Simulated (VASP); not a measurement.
Set up this calculation in VASP 6.6.1, as the native input.

| Item | Value |
| --- | --- |
| Task | single point |
| Functional | PBE |
| Potentials or basis | VASP PAW PBE potentials, release 64 (Ba_sv, Lu, Sn_d) |
| Cutoff | 600 eV |
| k mesh | 8 × 8 × 8 |
| Occupations | fermi-dirac, width 0.1 eV |
| Spin | no spin polarisation |
| Dipole correction | no |
| Further INCAR settings | ALGO = Normal; EDIFF = 1e-06; NBANDS = 52 |

The structure of BaLu2Sn2 lies in POSCAR:

```
BaLu2Sn2
1.0
    0.0000000000      4.8719510000      0.0000000000
    4.8719510000      0.0000000000      0.0000000000
    2.4359750000      2.4359750000     -5.7480910000
Ba Lu Sn
1 2 2
Direct
    0.0000000000      0.0000000000      0.0000000000
    0.7500000000      0.2500000000      0.5000000000
    0.2500000000      0.7500000000      0.5000000000
    0.3760000000      0.3760000000      0.2480000000
    0.6240000000      0.6240000000      0.7520000000
```

These files were run (other wordings do the same):

INCAR

```
SYSTEM = BaLu2Sn2
PREC = Accurate
ENCUT = 600
EDIFF = 1E-6
ISMEAR = -1
SIGMA = 0.1
LREAL = .False.
LASPH = .True.
NELM = 120
ALGO = Normal
ISIF = 2
LWAVE = .False.
LCHARG = .True.
GGA = PE
LELF = .True.
LVHAR = .True.
NBANDS = 52
GGA_COMPAT = .False.
```

KPOINTS

```
Automatic mesh
0
Gamma
  8 8 8
  0 0 0
```

Potentials or basis: VASP PAW PBE potentials, release 64 (Ba_sv, Lu, Sn_d).

Launch:

```console
$ cat potpaw_PBE.64/Ba_sv/POTCAR potpaw_PBE.64/Lu/POTCAR potpaw_PBE.64/Sn_d/POTCAR > POTCAR
$ mpirun -np 1 vasp_std > vasp.out
```

Results of the run:

```json
{
 "Pressure": "15.3 GPa",
 "Largest force": "1.289 eV/Å",
 "Band gap on the k mesh": "zero (band 44 reaches 5.26 eV, above the bottom of band 45 at 4.71 eV)"
}
```

Caveat: spin-orbit coupling is left out, which moves the levels of the heavy elements; forces of over 1 eV/Å act on the atoms, so gaps and moduli don't describe the material at rest.

Wall time 17 min on 1 thread of Intel Xeon 8259CL, on a shared host, peak memory 0.63 GiB.
